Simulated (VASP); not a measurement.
# Sn (Fd-3m) in VASP: settings compared

Aim: see how the results for Sn move with the level of theory and the settings. Levels: r2SCAN, PBEsol. Tasks: single point, relaxation of cell and atoms.

All numbers are computed with VASP 6.6.1; they aren't measurements. Logs are shortened: lines on timing, memory, paths and dates and some standing lists are left out, and cuts for length are marked.

**1. The cell of the first run**

The structure is cubic, space group Fd-3m (No. 227). Conventional cell: a = 6.290 Å, b = 6.290 Å, c = 6.290 Å, α = 90.00°, β = 90.00°, γ = 90.00°. Sn (site symmetry -43m) has 4 Sn at 2.72 Å within 3.6 Å.

This isn't the form of Sn at room conditions, which is tetragonal (white tin).

**2. Single point, r2SCAN (strained)**

The input, POSCAR:

```
Sn
1.0
    0.0000000000      3.1451811360      3.1451811360
    3.1451811360      0.0000000000      3.1451811360
    3.1451811360      3.1451811360      0.0000000000
Sn
2
Direct
    0.5000000000      0.5000000000      0.5000000000
    0.7500000000      0.7500000000      0.7500000000
```

The input, INCAR.step1:

```
SYSTEM = Sn
ALGO = Normal
EDIFF = 1E-4
ENCUT = 520
GGA = PE
ISMEAR = 0
LASPH = .True.
LCHARG = .False.
LREAL = .False.
LWAVE = .True.
NBANDS = 21
NELM = 60
PREC = Accurate
SIGMA = 0.1
```

The input, INCAR.step2:

```
SYSTEM = Sn
ALGO = Normal
EDIFF = 1E-6
ENCUT = 520
ISIF = 2
ISMEAR = 0
ISTART = 1
LASPH = .True.
LCHARG = .True.
LELF = .True.
LMIXTAU = .True.
LREAL = .False.
LVHAR = .True.
LWAVE = .False.
METAGGA = R2SCAN
NBANDS = 21
NELM = 60
PREC = Accurate
SIGMA = 0.1
```

The input, KPOINTS:

```
k-points
0
Gamma
  12 12 12
  0 0 0
```

Potentials or basis: VASP PAW PBE potentials, release 64 (Sn_d).

The run is started by

```
$ cat potpaw_PBE.64/Sn_d/POTCAR > POTCAR
$ cp INCAR.step1 INCAR
$ mpirun -np 1 vasp_std > vasp.out
$ cp INCAR.step2 INCAR
$ mpirun -np 1 vasp_std > vasp.out
```

OUTCAR:

```text
SYSTEM = Sn
   EDIFF = 1E-6
   ENCUT = 520
   ISIF = 2
   ISMEAR = 0
   ISTART = 1
   LASPH = .True.
   LREAL = .False.
   METAGGA = R2SCAN
   NELM = 60
   PREC = Accurate

 ion  position               nearest neighbor table
   1  0.500  0.500  0.500-   2 2.72   2 2.72   2 2.72   2 2.72
   2  0.750  0.750  0.750-   1 2.72   1 2.72   1 2.72   1 2.72

  LATTYP: Found a face centered cubic cell.
 ALAT       =     6.2903622720

  Lattice vectors:

 A1 = (   0.0000000000,   3.1451811360,   3.1451811360)
 A2 = (   3.1451811360,   0.0000000000,   3.1451811360)
 A3 = (   3.1451811360,   3.1451811360,   0.0000000000)

Analysis of symmetry for initial positions (statically):
=====================================================================
 Subroutine PRICEL returns:
 Original cell was already a primitive cell.

 Routine SETGRP: Setting up the symmetry group for a
 face centered cubic supercell.

 Subroutine GETGRP returns: Found 48 space group operations
 (whereof 24 operations were pure point group operations)
 out of a pool of 48 trial point group operations.

The static configuration has the point symmetry T_d .
 The point group associated with its full space group is O_h .

Analysis of symmetry for dynamics (positions and initial velocities):
=====================================================================
 Subroutine PRICEL returns:
 Original cell was already a primitive cell.

 Routine SETGRP: Setting up the symmetry group for a
 face centered cubic supercell.

 Subroutine GETGRP returns: Found 48 space group operations
 (whereof 24 operations were pure point group operations)
 out of a pool of 48 trial point group operations.

The dynamic configuration has the point symmetry T_d .
 The point group associated with its full space group is O_h .

 Subroutine INISYM returns: Found 48 space group operations
 (whereof 24 operations are pure point group operations),
 and found     1 'primitive' translations

----------------------------------------------------------------------------------------

                                     Primitive cell

  volume of cell :      62.2253

  direct lattice vectors                    reciprocal lattice vectors
     0.000000000  3.145181136  3.145181136    -0.158973356  0.158973356  0.158973356
     3.145181136  0.000000000  3.145181136     0.158973356 -0.158973356  0.158973356
[... 82 lines left out ...]
   LASPH  =      T    aspherical Exc in radial PAW
   ENCUT  =  520.0 eV  38.22 Ry    6.18 a.u.   8.27  8.27  8.27*2*pi/ulx,y,z
   NELM   =     60;   NELMIN=  2; NELMDL=  0     # of ELM steps
   EDIFF  = 0.1E-05   stopping-criterion for ELM
   LREAL  =      F    real-space projection
   EDIFFG = 0.1E-04   stopping-criterion for IOM
   NSW    =      0    number of steps for IOM
   IBRION =     -1    ionic relax: 0-MD 1-quasi-New 2-CG
   NFREE  =      0    steps in history (QN), initial steepest desc. (CG)
   ISIF   =      2    stress and relaxation
   ISYM   =      2    0-nonsym 1-usesym 2-fastsym
   POTIM  = 0.5000    time-step for ionic-motion
   TEBEG  =    0.0;   TEEND  =   0.0 temperature during run
   PSTRESS=    0.0 pullay stress
   NELECT =      28.0000    total number of electrons
   NUPDOWN=      -1.0000    fix difference up-down
   EMIN   =  10.00;   EMAX   =-10.00  energy-range for DOS
   EFERMI =   0.00;   METHOD = LEGACY
   ISMEAR =     0;   SIGMA  =   0.10  broadening in eV -4-tet -1-fermi 0-gaus
   EFERMI_NEDOS =   21; number of points for ismear=-14 and -15
   IALGO  =     38    algorithm
   IMIX   =      4    mixing-type and parameters
     AMIX     =   0.40;   BMIX     =  1.00
     AMIX_MAG =   1.60;   BMIX_MAG =  1.00
  volume/ion in A,a.u.               =      31.11       209.96
  Fermi-wavevector in a.u.,A,eV,Ry     =   1.254503  2.370668 21.412561  1.573779
  Thomas-Fermi vector in A             =   2.388305
   LORBIT       =      0    0 simple, 1 ext, 2 COOP (PROOUT), +10 PAW based schemes
   METAGGA = R2SCAN    functional components
   LHFCALC =     F    Hartree Fock is set to
   AEXX    =    0.0000 exact exchange contribution
   IVDW    =     0    specifies the selected vdW correction
   LEPSILON=     F    determine dielectric tensor
   LRPA    =     F    only Hartree local field effects (RPA)
 non-spin polarized calculation
 Gauss-broadening in eV      SIGMA  =   0.10
  energy-cutoff  :      520.00
  volume of cell :       62.23
 maximum number of plane-waves:      1700
 NGX is ok and might be reduce to    36
   NGX = 17   NGY = 17   NGZ = 17

 number of electron      27.9999996 magnetization

 Free energy of the ion-electron system (eV)
  ---------------------------------------------------
  ext. energy  EPLUGINS =         0.00000000
  ---------------------------------------------------
  free energy    TOTEN  =       -49.31498564 eV

  energy without entropy =      -49.31497369  energy(sigma->0) =      -49.31497966

 E-fermi :   6.8166     XC(G=0): -10.0463

 val. band max:        6.6477138543   @ k =   0.0000   0.0000   0.0000
 cond. band min:       6.9945039084   @ k =   0.0000   0.0000   0.0000
 fundamental gap:      0.3467900541
 Fermi energy:         6.8166131385

 k-point     1 :       0.0000    0.0000    0.0000
  band No.  band energies     occupation
      1     -15.9924      2.00000
      2     -15.9924      2.00000
      3     -15.9924      2.00000
      4     -15.9112      2.00000
      5     -15.9112      2.00000
      6     -15.4979      2.00000
[... 565 lines left out ...]
     20      15.0742      0.00000
     21      15.3793      0.00000

 [... further k-points ...]

------------------------ aborting loop because EDIFF is reached ----------------------------------------

  FORCE on cell =-STRESS in cart. coord.  units (eV):
  Direction    XX          YY          ZZ          XY          YZ          ZX
  --------------------------------------------------------------------------------------
  -------------------------------------------------------------------------------------
  Total        2.9294781      2.9294781      2.9294781      0.0000000      0.0000000      0.0000000
  in kB       75.4282182     75.4282182     75.4282182      0.0000000      0.0000000      0.0000000
  external PRESSURE =      75.4282182 kB  Pullay stress =       0.0000000 kB

 VOLUME and BASIS-vectors are now :
 -----------------------------------------------------------------------------
  energy-cutoff  :      520.00
  volume of cell :       62.23
      direct lattice vectors                 reciprocal lattice vectors
     0.000000000  3.145181136  3.145181136    -0.158973356  0.158973356  0.158973356
     3.145181136  0.000000000  3.145181136     0.158973356 -0.158973356  0.158973356
     3.145181136  3.145181136  0.000000000     0.158973356  0.158973356 -0.158973356

 POSITION                                       TOTAL-FORCE (eV/Angst)
 -----------------------------------------------------------------------------------
      3.14518      3.14518      3.14518         0.000000      0.000000     -0.000000
      4.71777      4.71777      4.71777        -0.000000     -0.000000      0.000000
 -----------------------------------------------------------------------------------
    total drift:                                0.000000      0.000000      0.000000

  FREE ENERGIE OF THE ION-ELECTRON SYSTEM (eV)
  ---------------------------------------------------
  free  energy   TOTEN  =       -49.3149856374 eV

  energy  without entropy=      -49.3149736877  energy(sigma->0) =      -49.31497966
```

OSZICAR.step1:

```text
N       E                     dE             d eps       ncg     rms          rms(c)
DAV:   1     0.232180586398E+03    0.23218E+03   -0.14843E+04  3064   0.203E+03
DAV:   2     0.177549329985E+02   -0.21443E+03   -0.20989E+03  3044   0.458E+02
DAV:   3    -0.670859098248E+01   -0.24464E+02   -0.24323E+02  3499   0.141E+02
DAV:   4    -0.747882781922E+01   -0.77024E+00   -0.76995E+00  3454   0.280E+01
DAV:   5    -0.750464759171E+01   -0.25820E-01   -0.25819E-01  4272   0.504E+00    0.372E+00
DAV:   6    -0.744372131912E+01    0.60926E-01   -0.33153E-02  4151   0.208E+00    0.217E+00
DAV:   7    -0.741491815249E+01    0.28803E-01   -0.54490E-02  3316   0.232E+00    0.169E-01
DAV:   8    -0.741694787902E+01   -0.20297E-02   -0.63304E-03  3464   0.830E-01    0.519E-02
DAV:   9    -0.741726331305E+01   -0.31543E-03   -0.40658E-04  2758   0.148E-01    0.118E-02
DAV:  10    -0.741727960943E+01   -0.16296E-04   -0.36881E-05  2683   0.526E-02
   1 F= -.74172796E+01 E0= -.74171529E+01  d E =-.253421E-03
```

Wall time 3 min (1 thread of Intel Xeon Platinum 8488C (Sapphire Rapids), shared host); peak memory 0.25 GiB.

What came out:

```yaml
Free_energy: -49.3150 eV
Pressure: 7.5 GPa
Band_gap_on_the_k_mesh: 0.35 eV
```

Caveat: the cell differs from its parent crystal (strained); the cell stands under pressure; semilocal functionals underestimate gaps, and a narrow one can read as zero; the PAW data sets were made with another functional, which shifts forces and pressure a little; spin-orbit coupling is left out, which moves the levels of the heavy elements. A k mesh can miss the band edges.

**3. Relaxation of cell and atoms, PBEsol**

This run uses another cell than the first one, of 34.19 Å³/atom.

The input, INCAR:

```
PREC = Accurate ; ENCUT = 600
EDIFF = 1E-7 ; ISMEAR = 0
SIGMA = 0.1 ; LREAL = F
LASPH = T ; NELM = 100
ALGO = Normal ; ISIF = 3
LWAVE = F ; LCHARG = F
GGA = PS ; IBRION = 2
NSW = 100 ; EDIFFG = -0.005
```

The input, KPOINTS:

```
Automatic mesh
0
Gamma
  12 12 12
```

The input, POSCAR:

```
Sn
1.0
    0.0000000000      3.2456000000      3.2456000000
    3.2456000000      0.0000000000      3.2456000000
    3.2456000000      3.2456000000      0.0000000000
Sn
2
Direct
    0.5000000000      0.5000000000      0.5000000000
    0.7500000000      0.7500000000      0.7500000000
```

Potentials or basis: VASP PAW PBE potentials, release 64 (Sn_d).

The run is started by

```
$ cat potpaw_PBE.64/Sn_d/POTCAR > POTCAR
$ mpirun -np 1 vasp_std > vasp.out
```

Run time: 7.3 min. Hardware: 1 thread of Intel Xeon 8259CL, shared host; peak memory 0.3 GiB.

The run converged. Its results:

```
Free energy                           : -8.4661 eV
Relaxed volume                        : 34.94 Å³/atom
Relaxed cell                          : a = 4.623 Å, b = 4.623 Å, c = 4.623 Å, α = 60.00°, β = 60.00°, γ = 60.00°
Space group after relaxing (to 0.1 Å) : Fd-3m (No. 227)
Energy gained by relaxing             : 2.2 meV/atom
Ionic steps                           : 3
Pressure after relaxing               : 0.0 GPa
Band gap on the k mesh                : zero (bands 14 and 15 overlap by 0.19 eV)
```

The path:
```
step  energy change (eV)  largest force (eV/Å)  pressure (GPa)  volume (Å³)
   1              0.0000                0.0000            0.96        68.38
   2             -0.0039                0.0000           -0.31        70.42
   3             -0.0044                0.0000            0.00        69.89
```

Final structure:
```cif
data_structure
_symmetry_space_group_name_H-M 'P 1'
_symmetry_Int_Tables_number 1
_cell_length_a 4.6235
_cell_length_b 4.6235
_cell_length_c 4.6235
_cell_angle_alpha 60.000
_cell_angle_beta 60.000
_cell_angle_gamma 60.000
_cell_volume 69.89
loop_
_atom_site_label
_atom_site_type_symbol
_atom_site_fract_x
_atom_site_fract_y
_atom_site_fract_z
_atom_site_occupancy
Sn1 Sn 0.50000 0.50000 0.50000 1
Sn2 Sn 0.75000 0.75000 0.75000 1
```

Levels at points of the mesh, in eV from the Fermi level:
| k point | band 11 | band 12 | band 13 | band 14 | band 15 | band 16 | band 17 | band 18 |
| --- | --- | --- | --- | --- | --- | --- | --- | --- |
| (0.00, 0.00, 0.00) | -10.46 | -0.83 | 0.10 | 0.10 | 0.10 | 2.16 | 2.16 | 2.16 |
| (0.50, 0.00, 0.00) | -8.88 | -6.22 | -1.07 | -1.07 | -0.09 | 3.22 | 3.22 | 5.56 |
| (0.50, 0.50, 0.00) | -7.44 | -7.44 | -2.38 | -2.38 | 0.80 | 0.80 | 7.58 | 7.58 |

Caveat: the PAW data sets were made with another functional, which shifts forces and pressure a little; spin-orbit coupling is left out, which moves the levels of the heavy elements. Zero-point motion and thermal expansion aren't in these numbers.

(Continued in part 2 of 2.)

The gap in the log of VASP goes by the Fermi energy; the results here count the filled bands.